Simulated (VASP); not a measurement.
Wanted: the native input for a VASP 6.6.1 run.

* Task: single point
* Functional: LDA
* Potentials or basis: VASP PAW LDA potentials, release 64 (W_sv, C_h)
* Cutoff: 910 eV
* k mesh: 11 × 11 × 11
* Occupations: fermi-dirac, width 0.1 eV
* Spin: no spin polarisation
* Dipole correction: no
* Second run: hard_potentials
* Further INCAR settings: ALGO = Normal; EDIFF = 1e-06; NBANDS = 16

The structure of WC lies in POSCAR:

```
WC
1.0
    0.0000000000      2.1617749338      2.1617749338
    2.1617749338      0.0000000000      2.1617749338
    2.1617749338      2.1617749338      0.0000000000
W C
1 1
Direct
    0.0000000000      0.0000000000      0.0000000000
    0.5000000000      0.5000000000      0.5000000000
```

The input as run:

INCAR

```
PREC = Accurate
ENCUT = 910
EDIFF = 1E-6
ISMEAR = -1
SIGMA = 0.1
LREAL = False
LASPH = True
NELM = 120
ALGO = Normal
ISIF = 2
LWAVE = False
LCHARG = True
LELF = True
LVHAR = True
NBANDS = 16
GGA_COMPAT = False
```

KPOINTS

```
regular mesh
0
Gamma
  11 11 11
```

Potentials or basis: VASP PAW LDA potentials, release 64 (W_sv, C_h).

The run is started by

```console
$ cat potpaw_LDA.64/W_sv/POTCAR potpaw_LDA.64/C_h/POTCAR > POTCAR
$ mpirun -np 1 vasp_std > vasp.out
```

It gave:

- Pressure: 2.3 GPa
- Band gap on the k mesh: zero (band 9 reaches 14.27 eV, above the bottom of band 10 at 11.01 eV)

Caveat: the cutoff is under 1.25 times the usual one of these potentials, so pressure, stress and relaxed cells hold a basis-set (Pulay) error; spin-orbit coupling is left out, which moves the levels of the heavy elements.

It took 21 s on 1 thread of AMD EPYC 9R45 96-Core Processor (Zen 5), on a shared host, peak memory 0.15 GiB.
